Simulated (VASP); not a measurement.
A run of VASP 6.6.1:

The input POSCAR:

```
TaN
1.0
    4.9396483338      0.0000000000      0.0000000000
   -2.4698241669      4.2778609428      0.0000000000
    0.0000000000      0.0000000000      3.0558772377
Ta N
3 3
Direct
    0.3333333333      0.6666666667      0.5000000000
    0.6666666667      0.3333333333      0.5000000000
    0.0000000000      0.0000000000      0.0000000000
    0.3924063645      0.0000000000      0.0000000000
    0.6075936355      0.6075936355      0.0000000000
    0.0000000000      0.3924063645      0.0000000000
```

The input INCAR.step1:

```
SYSTEM = TaN
PREC = Accurate
ENCUT = 660
ISMEAR = 0
SIGMA = 0.15
LREAL = .FALSE.
LASPH = .TRUE.
NELM = 120
NBANDS = 33
GGA = PE
ALGO = Normal
EDIFF = 1E-5
LWAVE = .TRUE.
LCHARG = .FALSE.
GGA_COMPAT = .FALSE.
```

Contents of INCAR.step2:

```
SYSTEM = TaN
PREC = Accurate
ENCUT = 660
EDIFF = 1E-6
ISMEAR = 0
SIGMA = 0.15
LREAL = .FALSE.
LASPH = .TRUE.
NELM = 120
ALGO = Normal
ISIF = 2
LWAVE = .FALSE.
LCHARG = .TRUE.
METAGGA = R2SCAN
LMIXTAU = .TRUE.
LELF = .TRUE.
LVHAR = .TRUE.
NBANDS = 33
ISTART = 1
GGA_COMPAT = .FALSE.
```

The input KPOINTS:

```
Automatic mesh
0
G
  12 12 16
  0 0 0
```

Potentials or basis: VASP PAW PBE potentials, release 64 (Ta_pv, N).

Command:

```console
$ cat potpaw_PBE.64/Ta_pv/POTCAR potpaw_PBE.64/N/POTCAR > POTCAR
$ cp INCAR.step1 INCAR
$ mpirun -np 1 vasp_std > vasp.out
$ cp INCAR.step2 INCAR
$ mpirun -np 1 vasp_std > vasp.out
```

Hardware: 1 thread of Oxide Virtual Turin-like Processor (shared host).

**Question.** Estimate the wall time of this run.

**Answer.** It took 51 min on 1 thread of Oxide Virtual Turin-like Processor, on a shared host, peak memory 0.48 GiB. Counts: k points 171.
